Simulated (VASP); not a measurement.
# SiMo3 in VASP: single point with PBE

Aim: the single point of SiMo3 with PBE.

Program: VASP 6.6.1. These are calculated values, not measurements. Logs are shortened: lines on timing, memory, paths and dates and some standing lists are left out, and cuts for length are marked.

## (1) The cell of the first run

The typed cell holds 4 atoms: a = 5.344 Å, b = 5.344 Å, c = 2.646 Å, α = 90.00°, β = 90.00°, γ = 120.00°.

The cell was built from a structure type or drawn by symmetry, and may not be a known phase.

## (2) Single point, PBE

Contents of INCAR:

```
SYSTEM = SiMo3
PREC     = Accurate       ! precision mode
ENCUT    = 500            ! plane-wave cutoff, eV
EDIFF    = 1E-6           ! SCF threshold, eV
ISMEAR   = 0              ! smearing method
SIGMA    = 0.2            ! smearing width, eV
LREAL    = .FALSE.        ! projectors in reciprocal space
LASPH    = .TRUE.         ! aspherical terms in the spheres
NELM     = 120            ! most SCF steps
ALGO     = Normal         ! electronic algorithm
ISIF     = 2              ! what is computed and relaxed
LWAVE    = .FALSE.        ! write WAVECAR
LCHARG   = .TRUE.         ! write CHGCAR
GGA      = PE             ! functional
LELF     = .TRUE.         ! ELF
LVHAR    = .TRUE.       
NBANDS   = 31             ! bands
GGA_COMPAT= .FALSE.
```

Contents of KPOINTS:

```
Automatic mesh
0
G
  5 5 5
  0 0 0
```

Contents of POSCAR:

```
SiMo3
1.0
    5.3438213157      0.0000000032      0.0000000000
   -2.6719106606      4.6278850110      0.0000000000
    0.0000000000      0.0000000000      2.6456300063
Si Mo
1 3
Direct
    0.0000000000      0.0000000000      0.0000000000
    0.4999100747      0.0000000000      0.0000000000
    0.0000000000      0.4999100747      0.0000000000
    0.5000899253      0.5000899253      0.0000000000
```

Potentials or basis: VASP PAW PBE potentials, release 64 (Si, Mo_sv).

Run with:

```console
$ cat potpaw_PBE.64/Si/POTCAR potpaw_PBE.64/Mo_sv/POTCAR > POTCAR
$ mpirun -np 1 vasp_std > vasp.out
```

OUTCAR:

```text
SYSTEM = SiMo3
   PREC = Accurate
   ENCUT = 500
   EDIFF = 1E-6
   ISMEAR = 0
   LREAL = .FALSE.
   LASPH = .TRUE.
   NELM = 120
   ISIF = 2
   GGA = PE

 ion  position               nearest neighbor table
   1  0.000  0.000  0.000-   3 2.67   4 2.67   2 2.67   3 2.67   4 2.67   2 2.67
   2  0.500  0.000  0.000-   1 2.67   4 2.67   4 2.67   3 2.67   3 2.67   1 2.67
   3  0.000  0.500  0.000-   1 2.67   2 2.67   2 2.67   4 2.67   4 2.67   1 2.67
   4  0.500  0.500  0.000-   1 2.67   2 2.67   2 2.67   3 2.67   3 2.67   1 2.67

  LATTYP: Found a hexagonal cell.
 ALAT       =     5.3438213157
 C/A-ratio  =     0.4950820490

  Lattice vectors:

 A1 = (   5.3438213157,   0.0000000032,   0.0000000000)
 A2 = (  -2.6719106606,   4.6278850110,   0.0000000000)
 A3 = (   0.0000000000,   0.0000000000,   2.6456300063)

Analysis of symmetry for initial positions (statically):
=====================================================================
 Subroutine PRICEL returns:
 Original cell was already a primitive cell.

 Routine SETGRP: Setting up the symmetry group for a
 hexagonal supercell.

 Subroutine GETGRP returns: Found 12 space group operations
 (whereof 12 operations were pure point group operations)
 out of a pool of 24 trial point group operations.

The static configuration has the point symmetry D_3h.

Analysis of symmetry for dynamics (positions and initial velocities):
=====================================================================
 Subroutine PRICEL returns:
 Original cell was already a primitive cell.

 Routine SETGRP: Setting up the symmetry group for a
 hexagonal supercell.

 Subroutine GETGRP returns: Found 12 space group operations
 (whereof 12 operations were pure point group operations)
 out of a pool of 24 trial point group operations.

The dynamic configuration has the point symmetry D_3h.

 Subroutine INISYM returns: Found 12 space group operations
 (whereof 12 operations are pure point group operations),
 and found     1 'primitive' translations

----------------------------------------------------------------------------------------

                                     Primitive cell

  volume of cell :      65.4280

  direct lattice vectors                    reciprocal lattice vectors
     5.343821316  0.000000003  0.000000000     0.187132005  0.108040714  0.000000000
    -2.671910661  4.627885011  0.000000000    -0.000000000  0.216081428  0.000000000
     0.000000000  0.000000000  2.645630006     0.000000000  0.000000000  0.377981803

[... 77 lines left out ...]
   EDIFF  = 0.1E-05   stopping-criterion for ELM
   LREAL  =      F    real-space projection
   EDIFFG = 0.1E-04   stopping-criterion for IOM
   NSW    =      0    number of steps for IOM
   IBRION =     -1    ionic relax: 0-MD 1-quasi-New 2-CG
   NFREE  =      0    steps in history (QN), initial steepest desc. (CG)
   ISIF   =      2    stress and relaxation
   ISYM   =      2    0-nonsym 1-usesym 2-fastsym
   POTIM  = 0.5000    time-step for ionic-motion
   TEBEG  =    0.0;   TEEND  =   0.0 temperature during run
   PSTRESS=    0.0 pullay stress
   NELECT =      46.0000    total number of electrons
   NUPDOWN=      -1.0000    fix difference up-down
   EMIN   =  10.00;   EMAX   =-10.00  energy-range for DOS
   EFERMI =   0.00;   METHOD = LEGACY
   ISMEAR =     0;   SIGMA  =   0.20  broadening in eV -4-tet -1-fermi 0-gaus
   EFERMI_NEDOS =   21; number of points for ismear=-14 and -15
   IALGO  =     38    algorithm
   IMIX   =      4    mixing-type and parameters
     AMIX     =   0.40;   BMIX     =  1.00
     AMIX_MAG =   1.60;   BMIX_MAG =  1.00
  volume/ion in A,a.u.               =      16.36       110.38
  Fermi-wavevector in a.u.,A,eV,Ry     =   1.455703  2.750881 28.831732  2.119073
  Thomas-Fermi vector in A             =   2.572707
   LORBIT       =      0    0 simple, 1 ext, 2 COOP (PROOUT), +10 PAW based schemes
   GGA     = PE    functional components
   LHFCALC =     F    Hartree Fock is set to
   AEXX    =    0.0000 exact exchange contribution
   IVDW    =     0    specifies the selected vdW correction
   LEPSILON=     F    determine dielectric tensor
   LRPA    =     F    only Hartree local field effects (RPA)
 non-spin polarized calculation
 Gauss-broadening in eV      SIGMA  =   0.20
  energy-cutoff  :      500.00
  volume of cell :       65.43
 maximum number of plane-waves:      1677
 NGX is ok and might be reduce to    40
   NGX = 19   NGY = 19   NGZ =  9

 number of electron      45.9999995 magnetization

 Free energy of the ion-electron system (eV)
  ---------------------------------------------------
  ext. energy  EPLUGINS =         0.00000000
  ---------------------------------------------------
  free energy    TOTEN  =       -35.94902615 eV

  energy without entropy =      -35.87300040  energy(sigma->0) =      -35.91101327

 E-fermi :  11.0354     XC(G=0): -12.4351

 val. band max:       11.0342568342   @ k =   0.4000  -0.0000   0.4000
 cond. band min:      11.0759597372   @ k =   0.2000  -0.0000   0.2000
 fundamental gap:      0.0417029030
 Fermi energy:        11.0353785785

 k-point     1 :       0.0000    0.0000    0.0000
  band No.  band energies     occupation
      1     -50.0809      2.00000
      2     -49.8607      2.00000
      3     -49.8607      2.00000
      4     -25.0107      2.00000
      5     -24.4418      2.00000
      6     -24.4418      2.00000
[... 499 lines left out ...]
     30      14.6274      0.00000
     31      14.9566      0.00000

------------------------ aborting loop because EDIFF is reached ----------------------------------------

  FORCE on cell =-STRESS in cart. coord.  units (eV):
  Direction    XX          YY          ZZ          XY          YZ          ZX
  --------------------------------------------------------------------------------------
  -------------------------------------------------------------------------------------
  Total        0.2946890      0.2946890      0.3396760      0.0000000      0.0000000      0.0000000
  in kB        7.2162383      7.2162383      8.3178645      0.0000000      0.0000000      0.0000000
  external PRESSURE =       7.5834470 kB  Pullay stress =       0.0000000 kB

 VOLUME and BASIS-vectors are now :
 -----------------------------------------------------------------------------
  energy-cutoff  :      500.00
  volume of cell :       65.43
      direct lattice vectors                 reciprocal lattice vectors
     5.343821316  0.000000003  0.000000000     0.187132005  0.108040714  0.000000000
    -2.671910661  4.627885011  0.000000000    -0.000000000  0.216081428  0.000000000
     0.000000000  0.000000000  2.645630006     0.000000000  0.000000000  0.377981803

 POSITION                                       TOTAL-FORCE (eV/Angst)
 -----------------------------------------------------------------------------------
      0.00000      0.00000      0.00000        -0.000000      0.000000     -0.000000
      2.67143      0.00000      0.00000         0.002279      0.000000      0.000000
     -1.33572      2.31353      0.00000        -0.001140      0.001974     -0.000000
      1.33620      2.31436      0.00000        -0.001140     -0.001974     -0.000000
 -----------------------------------------------------------------------------------
    total drift:                               -0.000000     -0.000000      0.000000

  FREE ENERGIE OF THE ION-ELECTRON SYSTEM (eV)
  ---------------------------------------------------
  free  energy   TOTEN  =       -35.9490261478 eV

  energy  without entropy=      -35.8730003958  energy(sigma->0) =      -35.91101327
```

OSZICAR:

```text
N       E                     dE             d eps       ncg     rms          rms(c)
DAV:   1     0.500884463329E+03    0.50088E+03   -0.27696E+04   930   0.145E+03
DAV:   2    -0.232853867096E+02   -0.52417E+03   -0.50700E+03  1063   0.458E+02
DAV:   3    -0.372933619009E+02   -0.14008E+02   -0.13470E+02  1198   0.737E+01
DAV:   4    -0.374740208881E+02   -0.18066E+00   -0.18029E+00   973   0.758E+00
DAV:   5    -0.374772481590E+02   -0.32273E-02   -0.32244E-02  1138   0.941E-01    0.232E+01
DAV:   6    -0.361400957616E+02    0.13372E+01   -0.56172E+00  1087   0.137E+01    0.667E+00
DAV:   7    -0.359732742564E+02    0.16682E+00   -0.44609E-01  1036   0.287E+00    0.298E+00
DAV:   8    -0.359503607541E+02    0.22914E-01   -0.75607E-02  1063   0.163E+00    0.749E-01
DAV:   9    -0.359490079401E+02    0.13528E-02   -0.51153E-03  1082   0.494E-01    0.187E-01
DAV:  10    -0.359490289173E+02   -0.20977E-04   -0.57790E-04  1206   0.159E-01    0.614E-02
DAV:  11    -0.359490285335E+02    0.38374E-06   -0.34090E-05  1030   0.357E-02    0.116E-02
DAV:  12    -0.359490267808E+02    0.17527E-05   -0.45030E-06  1016   0.120E-02    0.693E-03
DAV:  13    -0.359490261478E+02    0.63303E-06   -0.32708E-07   563   0.431E-03
   1 F= -.35949026E+02 E0= -.35911013E+02  d E =-.760258E-01
```

stdout:

```text
POSCAR found type information on POSCAR SiMo
 POSCAR found :  2 types and       4 ions
 scaLAPACK will be used
 LDA part: xc-table for (Slater+PW92), standard interpolation
 POSCAR, INCAR and KPOINTS ok, starting setup
 FFT: planning ... GRIDC
 FFT: planning ... GRID_SOFT
 FFT: planning ... GRID
 WAVECAR not read
 entering main loop
```

Run time: 31 s. Hardware: 1 thread of Intel Xeon Platinum 8259CL at 2.50GHz (Skylake/Cascade Lake), shared host; peak memory 0.18 GiB.

What came out:

```
Free energy            : -35.9490 eV
Pressure               : 0.8 GPa
Band gap on the k mesh : zero (bands 23 and 24 overlap by 1.15 eV)
```

Forces in eV/Å, atoms in the order of the input:
```
Si   0.000  0.000  0.000
Mo   0.002  0.000  0.000
Mo  -0.001  0.002  0.000
Mo  -0.001 -0.002  0.000
```

Caveat: the k points lie up to 0.47 Å⁻¹ apart, too coarse for converged energies and pressures of a metal.
